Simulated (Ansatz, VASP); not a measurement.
## One calculation of SiTe, two programs

```
Si Te
1.0
     3.85530    0.00000    0.00000
    -1.92765    3.33879    0.00000
     0.00000    0.00000   11.22144
Si Te
2 2
Direct
  0.00000 0.00000 0.81708
  0.00000 0.00000 0.18292
  0.33333 0.66667 0.68171
  0.66667 0.33333 0.31829
```

Alike in both runs: functional PBE; k mesh 6 × 6 × 4; occupations gaussian, width 0.1 eV; no spin polarisation.

Ansatz relaxed the structure, and its values are those at the end. VASP's run is a single point on that final structure, the one shown.

|  | VASP | Ansatz |
| --- | --- | --- |
| version | VASP 6.6.1 | Ansatz 0.2.0 |
| potentials or method | VASP PAW PBE potentials, release 64 (Si, Te), cutoff 520 eV | scalar-relativistic, plane waves, PAW |
| valence electrons in the cell | 20 | 40 |

```csv
,VASP,Ansatz,Ansatz less VASP
gap on the k mesh at the Fermi level (eV),0.65,0.65,-0.001
least direct gap on the mesh (eV),1.37,1.38,+0.006
pressure (GPa),0.1,0.1,-0.02
rms of the force components (eV/Å),0.004,0.004,+0.0007
```

The functional is the same, so the differences come from potentials, cutoffs and numerics. VASP's potentials hold 20 valence electrons a cell and Ansatz's 40, so a difference there can come from the potentials and not from the codes.

Neither program's run includes spin-orbit coupling.
